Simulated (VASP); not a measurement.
# AlNi (Cmmm) in VASP: further runs

AlNi is run at these levels: LDA, PBEsol; tasks: single point.

Everything below comes from runs of VASP 6.6.1. Logs are shortened: lines on timing, memory, paths and dates and some standing lists are left out, and cuts for length are marked.

## 1. The cell of the first run

The structure is orthorhombic, space group Cmmm (No. 65). The conventional cell has a = 3.877 Å, b = 3.906 Å, c = 3.099 Å, α = 90.00°, β = 90.00°, γ = 90.00°. Within 3.3 Å of Al (site symmetry mmm) lie 8 Ni at 2.48 to 2.49 Å and 6 Al at 2.75 to 3.10 Å. Within 3.3 Å of Ni (site symmetry mmm) lie 8 Al at 2.48 to 2.49 Å and 6 Ni at 2.75 to 3.10 Å.

## 2. Single point, LDA

Contents of INCAR:

```
PREC = Accurate
ENCUT = 520
EDIFF = 1E-6
ISMEAR = 0
SIGMA = 0.1
LREAL = False
LASPH = True
NELM = 80
ALGO = Fast
ISIF = 2
LWAVE = False
LCHARG = False
GGA = CA
NBANDS = 14
```

Contents of KPOINTS:

```
regular mesh
0
Gamma
  16 16 14
```

Contents of POSCAR:

```
AlNi
1.0
    1.9386940000     -1.9531901500      0.0000000000
    1.9386940000      1.9531901500      0.0000000000
    0.0000000000      0.0000000000      3.0994300413
Al Ni
1 1
Direct
    0.0000000000      0.0000000000      0.0000000000
    0.5000000000      0.5000000000      0.5000000000
```

Potentials or basis: VASP PAW LDA potentials, release 64 (Al, Ni).

Command:

```
> cat potpaw_LDA.64/Al/POTCAR potpaw_LDA.64/Ni/POTCAR > POTCAR
> mpirun -np 1 vasp_std > vasp.out
```

OUTCAR:

```text
PREC = Accurate
   ENCUT = 520
   EDIFF = 1E-6
   ISMEAR = 0
   LREAL = False
   LASPH = True
   NELM = 80
   ISIF = 2
   GGA = CA

 ion  position               nearest neighbor table
   1  0.000  0.000  0.000-   2 2.48   2 2.48   2 2.48   2 2.48   2 2.49   2 2.49   2 2.49   2 2.49

   2  0.500  0.500  0.500-   1 2.48   1 2.48   1 2.48   1 2.48   1 2.49   1 2.49   1 2.49   1 2.49

  LATTYP: Found a base centered orthorhombic cell.
 ALAT       =     3.8773880000
 B/A-ratio  =     1.0074772759
 C/A-ratio  =     0.7993603017

  Lattice vectors:

 A1 = (   1.9386940000,  -1.9531901500,   0.0000000000)
 A2 = (   1.9386940000,   1.9531901500,   0.0000000000)
 A3 = (   0.0000000000,   0.0000000000,   3.0994300413)

Analysis of symmetry for initial positions (statically):
=====================================================================
 Subroutine PRICEL returns:
 Original cell was already a primitive cell.

 Routine SETGRP: Setting up the symmetry group for a
 base centered orthorhombic supercell.

 Subroutine GETGRP returns: Found  8 space group operations
 (whereof  8 operations were pure point group operations)
 out of a pool of  8 trial point group operations.

The static configuration has the point symmetry D_2h.

Analysis of symmetry for dynamics (positions and initial velocities):
=====================================================================
 Subroutine PRICEL returns:
 Original cell was already a primitive cell.

 Routine SETGRP: Setting up the symmetry group for a
 base centered orthorhombic supercell.

 Subroutine GETGRP returns: Found  8 space group operations
 (whereof  8 operations were pure point group operations)
 out of a pool of  8 trial point group operations.

The dynamic configuration has the point symmetry D_2h.

 Subroutine INISYM returns: Found  8 space group operations
 (whereof  8 operations are pure point group operations),
 and found     1 'primitive' translations

----------------------------------------------------------------------------------------

                                     Primitive cell

  volume of cell :      23.4728

  direct lattice vectors                    reciprocal lattice vectors
     1.938694000 -1.953190150  0.000000000     0.257905580 -0.255991461  0.000000000
     1.938694000  1.953190150  0.000000000     0.257905580  0.255991461  0.000000000
     0.000000000  0.000000000  3.099430041     0.000000000  0.000000000  0.322639965

  length of vectors
     2.751996764  2.751996764  3.099430041     0.363382603  0.363382603  0.322639965

  position of ions in fractional coordinates (direct lattice)
     0.000000000  0.000000000  0.000000000
     0.500000000  0.500000000  0.500000000

  ion indices of the primitive-cell ions
   primitive index   ion index
                 1           1
                 2           2

----------------------------------------------------------------------------------------

 KPOINTS: regular mesh

Automatic generation of k-mesh.
 Grid dimensions read from file:
 generate k-points for:   16   16   14

 Generating k-lattice:

  Cartesian coordinates                     Fractional coordinates (reciprocal lattice)
     0.016119099 -0.015999466  0.000000000     0.062500000  0.000000000  0.000000000
     0.016119099  0.015999466  0.000000000     0.000000000  0.062500000  0.000000000
     0.000000000  0.000000000  0.023045712     0.000000000  0.000000000  0.071428571

  Length of vectors
     0.022711413  0.022711413  0.023045712

  Shift w.r.t. Gamma in fractional coordinates (k-lattice)
     0.000000000  0.000000000  0.000000000

 Subroutine IBZKPT returns following result:
 ===========================================

 Found    584 irreducible k-points:

 Following reciprocal coordinates:
            Coordinates               Weight
  0.000000  0.000000  0.000000      1.000000
  0.062500  0.000000  0.000000      4.000000
  0.125000  0.000000  0.000000      4.000000
  0.187500  0.000000  0.000000      4.000000
  0.250000  0.000000  0.000000      4.000000
  0.312500 -0.000000  0.000000      4.000000
[... 16 lines left out ...]
 -0.125000  0.062500  0.000000      4.000000
 -0.062500  0.062500  0.000000      2.000000
 [... further k-points ...]
   k-points           NKPTS =    584   k-points in BZ     NKDIM =    584   number of bands    NBANDS=     14
   number of dos      NEDOS =    301   number of ions     NIONS =      2
   total plane-waves  NPLWV =   9600
   dimension x,y,z NGX =    20 NGY =   20 NGZ =   24
   dimension x,y,z NGXF=    40 NGYF=   40 NGZF=   48
   ions per type =               1   1
   NGX,Y,Z   is equivalent  to a cutoff of  12.08, 12.08, 12.87 a.u.
   NGXF,Y,Z  is equivalent  to a cutoff of  24.16, 24.16, 25.75 a.u.
 SYSTEM =  unknown system
   PREC   = accura    normal or accurate (medium, high low for compatibility)
   ISTART =      0    job   : 0-new  1-cont  2-samecut
   ICHARG =      2    charge: 1-file 2-atom 10-const
   ISPIN  =      1    spin polarized calculation?
   LNONCOLLINEAR =      F non collinear calculations
   LSORBIT =      F    spin-orbit coupling
   LASPH  =      T    aspherical Exc in radial PAW
   ENCUT  =  520.0 eV  38.22 Ry    6.18 a.u.   5.12  5.12  5.76*2*pi/ulx,y,z
   NELM   =     80;   NELMIN=  2; NELMDL= -5     # of ELM steps
   EDIFF  = 0.1E-05   stopping-criterion for ELM
   LREAL  =      F    real-space projection
   EDIFFG = 0.1E-04   stopping-criterion for IOM
   NSW    =      0    number of steps for IOM
   IBRION =     -1    ionic relax: 0-MD 1-quasi-New 2-CG
   NFREE  =      0    steps in history (QN), initial steepest desc. (CG)
   ISIF   =      2    stress and relaxation
   ISYM   =      2    0-nonsym 1-usesym 2-fastsym
   POTIM  = 0.5000    time-step for ionic-motion
   TEBEG  =    0.0;   TEEND  =   0.0 temperature during run
   PSTRESS=    0.0 pullay stress
   NELECT =      13.0000    total number of electrons
   NUPDOWN=      -1.0000    fix difference up-down
   EMIN   =  10.00;   EMAX   =-10.00  energy-range for DOS
   EFERMI =   0.00;   METHOD = LEGACY
   ISMEAR =     0;   SIGMA  =   0.10  broadening in eV -4-tet -1-fermi 0-gaus
   EFERMI_NEDOS =   21; number of points for ismear=-14 and -15
   IALGO  =     68    algorithm
   IMIX   =      4    mixing-type and parameters
     AMIX     =   0.40;   BMIX     =  1.00
     AMIX_MAG =   1.60;   BMIX_MAG =  1.00
  volume/ion in A,a.u.               =      11.74        79.20
  Fermi-wavevector in a.u.,A,eV,Ry     =   1.344417  2.540580 24.591955  1.807458
  Thomas-Fermi vector in A             =   2.472413
   LORBIT       =      0    0 simple, 1 ext, 2 COOP (PROOUT), +10 PAW based schemes
   GGA     = CA    functional components
   LHFCALC =     F    Hartree Fock is set to
   AEXX    =    0.0000 exact exchange contribution
   IVDW    =     0    specifies the selected vdW correction
   LEPSILON=     F    determine dielectric tensor
   LRPA    =     F    only Hartree local field effects (RPA)
 non-spin polarized calculation
 RMM-DIIS sequential band-by-band and
 Gauss-broadening in eV      SIGMA  =   0.10
  energy-cutoff  :      520.00
  volume of cell :       23.47
 maximum number of plane-waves:       646
   NGX = 11   NGY = 11   NGZ = 11

 number of electron      13.0000022 magnetization

 Free energy of the ion-electron system (eV)
  ---------------------------------------------------
  ext. energy  EPLUGINS =         0.00000000
  ---------------------------------------------------
  free energy    TOTEN  =       -12.14185786 eV

  energy without entropy =      -12.13687365  energy(sigma->0) =      -12.13936575

 E-fermi :  10.0097     XC(G=0): -12.3910

 val. band max:       10.0063514573   @ k =  -0.3750   0.0625   0.1429
 cond. band min:      10.0108964919   @ k =   0.2500   0.0000   0.2857
 fundamental gap:      0.0045450346
 Fermi energy:        10.0097436466

 k-point     1 :       0.0000    0.0000    0.0000
  band No.  band energies     occupation
      1      -1.2342      2.00000
      2       6.5640      2.00000
      3       6.6947      2.00000
      4       8.3069      2.00000
      5       8.3273      2.00000
      6       8.6310      2.00000
      7      12.9270      0.00000
      8      16.9987      0.00000
      9      17.0443      0.00000
     10      17.2411      0.00000
     11      18.7249      0.00000
     12      24.4712      0.00000
     13      30.3285      0.00000
     14      30.3385      0.00000

 k-point     2 :       0.0625    0.0000    0.0000
  band No.  band energies     occupation
      1      -1.1555      2.00000
      2       6.5854      2.00000
      3       6.7029      2.00000
      4       8.2575      2.00000
      5       8.3234      2.00000
      6       8.5996      2.00000
      7      13.0499      0.00000
      8      15.9313      0.00000
      9      17.1174      0.00000
     10      17.3465      0.00000
     11      19.5314      0.00000
     12      24.8407      0.00000
     13      29.1986      0.00000
     14      30.3466      0.00000

 k-point     3 :       0.1250    0.0000    0.0000
  band No.  band energies     occupation
      1      -0.9205      2.00000
      2       6.6402      2.00000
      3       6.7216      2.00000
      4       8.1047      2.00000
      5       8.3355      2.00000
      6       8.5121      2.00000
      7      13.3995      0.00000
      8      14.3433      0.00000
      9      17.3928      0.00000
     10      17.4119      0.00000
     11      20.5338      0.00000
     12      25.9433      0.00000
     13      27.4658      0.00000
     14      30.4060      0.00000

 k-point     4 :       0.1875    0.0000    0.0000
  band No.  band energies     occupation
      1      -0.5321      2.00000
      2       6.6539      2.00000
      3       6.7739      2.00000
      4       7.8989      2.00000
      5       8.3552      2.00000
      6       8.3865      2.00000
      7      12.8017      0.00000
      8      13.9339      0.00000
      9      17.4895      0.00000
     10      17.8492      0.00000
     11      21.2697      0.00000
     12      25.7517      0.00000
     13      27.6099      0.00000
     14      28.8430      0.00000

 k-point     5 :       0.2500    0.0000    0.0000
  band No.  band energies     occupation
      1       0.0045      2.00000
      2       6.5074      2.00000
      3       6.8791      2.00000
      4       7.6835      2.00000
      5       8.2458      2.00000
      6       8.3788      2.00000
      7      11.4700      0.00000
      8      14.6130      0.00000
      9      17.5998      0.00000
     10      18.4487      0.00000
     11      21.8516      0.00000
[... 276 lines left out ...]
 k-point    22 :      -0.1875    0.0625    0.0000
  band No.  band energies     occupation
      1      -0.4586      2.00000
      2       6.6769      2.00000
      3       6.7916      2.00000
      4       7.9053      2.00000
      5       8.3074      2.00000
      6       8.3438      2.00000
      7      12.8642      0.00000
      8      14.0410      0.00000
      9      16.6819      0.00000
     10      17.9849      0.00000
     11      22.0357      0.00000
     12      25.8165      0.00000
     13      27.5292      0.00000
     14      27.9666      0.00000

 k-point    23 :      -0.1250    0.0625    0.0000
  band No.  band energies     occupation
      1      -0.8449      2.00000
      2       6.6595      2.00000
      3       6.7376      2.00000
      4       8.1081      2.00000
      5       8.2857      2.00000
      6       8.4733      2.00000
      7      13.5129      0.00000
      8      14.3837      0.00000
      9      16.3580      0.00000
     10      17.7798      0.00000
     11      21.2440      0.00000
     12      26.1226      0.00000
     13      27.5261      0.00000
     14      29.3711      0.00000

 k-point    24 :      -0.0625    0.0625    0.0000
  band No.  band energies     occupation
      1      -1.0782      2.00000
      2       6.6061      2.00000
      3       6.7139      2.00000
      4       8.2525      2.00000
      5       8.2774      2.00000
      6       8.5654      2.00000
      7      13.1693      0.00000
      8      15.7655      0.00000
      9      16.3019      0.00000
     10      17.6265      0.00000
     11      20.2064      0.00000
     12      25.1485      0.00000
     13      29.1600      0.00000
     14      29.3474      0.00000

 [... further k-points ...]

------------------------ aborting loop because EDIFF is reached ----------------------------------------

  FORCE on cell =-STRESS in cart. coord.  units (eV):
  Direction    XX          YY          ZZ          XY          YZ          ZX
  --------------------------------------------------------------------------------------
  -------------------------------------------------------------------------------------
  Total       -0.2559833     -0.4673154     -1.3735759      0.0000000      0.0000000      0.0000000
  in kB      -17.4725596    -31.8973807    -93.7556884      0.0000000      0.0000000      0.0000000
  external PRESSURE =     -47.7085429 kB  Pullay stress =       0.0000000 kB

 VOLUME and BASIS-vectors are now :
 -----------------------------------------------------------------------------
  energy-cutoff  :      520.00
  volume of cell :       23.47
      direct lattice vectors                 reciprocal lattice vectors
     1.938694000 -1.953190150  0.000000000     0.257905580 -0.255991461  0.000000000
     1.938694000  1.953190150  0.000000000     0.257905580  0.255991461  0.000000000
     0.000000000  0.000000000  3.099430041     0.000000000  0.000000000  0.322639965

 POSITION                                       TOTAL-FORCE (eV/Angst)
 -----------------------------------------------------------------------------------
      0.00000      0.00000      0.00000         0.000000      0.000000      0.000000
      1.93869      0.00000      1.54972        -0.000000     -0.000000      0.000000
 -----------------------------------------------------------------------------------
    total drift:                                0.000000      0.000000      0.000000

  FREE ENERGIE OF THE ION-ELECTRON SYSTEM (eV)
  ---------------------------------------------------
  free  energy   TOTEN  =       -12.1418578555 eV

  energy  without entropy=      -12.1368736490  energy(sigma->0) =      -12.13936575
```

Wall time 2 min (1 thread of Intel Xeon Platinum 8488C (Sapphire Rapids), shared host); peak memory 0.29 GiB.

Results:

```
Free energy            : -12.1419 eV
Pressure               : -4.8 GPa
Band gap on the k mesh : zero (an odd number of electrons rules out a gap without spin polarisation)
```

Levels at points of the mesh, in eV from the Fermi level:
```tsv
k point	band 5	band 6	band 7	band 8	band 9	band 10
(0.00, 0.00, 0.00)	-1.68	-1.38	2.92	6.99	7.03	7.23
(0.50, 0.00, 0.00)	-2.10	-1.57	-0.39	7.77	7.99	9.33
(0.50, 0.50, 0.00)	-2.40	-2.28	-0.89	2.21	3.27	10.66
(0.00, 0.00, 0.50)	-2.11	-1.34	-1.28	8.46	11.16	11.20
(0.50, 0.00, 0.50)	-2.02	-1.95	-1.26	1.28	2.17	13.44
(0.50, 0.50, 0.50)	-0.88	1.89	2.11	2.23	3.83	4.08
```

Caveat: the cell stands under tension. Spin polarisation is off, so any magnetic state and its effect on volume and gap are missing.

## 3. Single point, PBEsol

Contents of INCAR:

```
PREC = Accurate
ENCUT = 520
EDIFF = 1E-6
ISMEAR = 0
SIGMA = 0.1
LREAL = F
LASPH = T
NELM = 100
ALGO = Fast
ISIF = 2
LWAVE = F
LCHARG = F
GGA = PS
NBANDS = 14
```

Contents of KPOINTS:

```
regular mesh
0
Gamma
  26 26 22
```

POSCAR is that of step 2.

Potentials or basis: VASP PAW PBE potentials, release 64 (Al, Ni).

Command:

```
> cat potpaw_PBE.64/Al/POTCAR potpaw_PBE.64/Ni/POTCAR > POTCAR
> mpirun -np 1 vasp_std > vasp.out
```

Wall time 11 min (1 thread of Intel Xeon 8259CL, shared host); peak memory 0.78 GiB.

It converged, with:

```yaml
Free_energy: -11.5447 eV
Pressure: 0.8 GPa
Band_gap_on_the_k_mesh: zero (an odd number of electrons rules out a gap without spin polarisation)
```

Stress tensor (GPa, compression positive):
```
 3.79  0.00  0.00
 0.00  2.23  0.00
 0.00  0.00 -3.72
```

Levels at points of the mesh, in eV from the Fermi level:
| k point | band 5 | band 6 | band 7 | band 8 | band 9 | band 10 |
| --- | --- | --- | --- | --- | --- | --- |
| (0.00, 0.00, 0.00) | -1.65 | -1.35 | 2.93 | 7.04 | 7.08 | 7.18 |
| (0.50, 0.00, 0.00) | -2.08 | -1.53 | -0.36 | 7.78 | 7.94 | 9.39 |
| (0.50, 0.50, 0.00) | -2.43 | -2.31 | -0.85 | 2.21 | 3.31 | 10.80 |
| (0.00, 0.00, 0.50) | -2.08 | -1.31 | -1.25 | 8.42 | 11.18 | 11.22 |
| (0.50, 0.00, 0.50) | -2.00 | -1.91 | -1.23 | 1.29 | 2.20 | 13.62 |
| (0.50, 0.50, 0.50) | -0.84 | 1.83 | 2.07 | 2.19 | 3.97 | 4.08 |

Caveat: the PAW data sets were made with another functional, which shifts forces and pressure a little.
